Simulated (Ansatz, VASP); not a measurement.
## Two plane-wave programs on MoS2

```
CELL_PARAMETERS angstrom
3.16000 0.00000 0.00000
-1.58000 2.76401 0.00000
0.00000 0.00000 30.06000
ATOMIC_POSITIONS crystal
S 0.66648 0.33296 0.30002
S 0.66648 0.33296 0.40290
Mo 0.33370 0.66741 0.35146
```

Alike in both runs: functional PBEsol; k mesh 12 × 12 × 1; occupations gaussian, width 0.02 eV; no spin polarisation.

Ansatz relaxed the structure, and its values are those at the end. VASP's run is a single point on that final structure, the one shown.

```csv
,VASP,Ansatz
version,VASP 6.6.1,Ansatz 0.2.0
potentials or method,"VASP PAW PBE potentials, release 64 (S, Mo_sv)","scalar-relativistic, plane waves, PAW"
plane-wave cutoff (eV),400,420
valence electrons in the cell,26,26
```

```tsv
	VASP	Ansatz	Ansatz less VASP
gap on the k mesh at the Fermi level (eV)	1.61	1.60	-0.012
least direct gap on the mesh (eV)	1.68	1.67	-0.005
```

VASP's potentials were made for PBE, not for PBEsol. Ansatz's warnings: slab cell height set.
